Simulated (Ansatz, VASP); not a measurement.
## Ba in VASP and in Ansatz

```
Ba
1.0
     4.41728    0.00000    0.00000
    -2.20864    3.82547    0.00000
     0.00000    0.00000   14.43521
Ba
4
Direct
  0.00000 0.00000 0.00000
  0.00000 0.00000 0.50000
  0.33333 0.66667 0.25000
  0.66667 0.33333 0.75000
```

Alike in both runs: task single point; functional RPBE; k mesh 9 × 9 × 3; occupations fermi-dirac, width 0.1 eV; no spin polarisation.

```csv
,VASP,Ansatz
version,VASP 6.6.1,Ansatz 0.2.0
potentials or method,"VASP PAW PBE potentials, release 64 (Ba_sv), cutoff 520 eV","plane waves (420 eV) with PAW, scalar-relativistic"
valence electrons in the cell,40,40
```

|  | VASP | Ansatz | Ansatz less VASP |
| --- | --- | --- | --- |
| pressure (GPa) | 1.2 | 1.2 | -0.06 |

VASP's potentials were made for PBE, not for RPBE.

Spin-orbit coupling is off throughout.
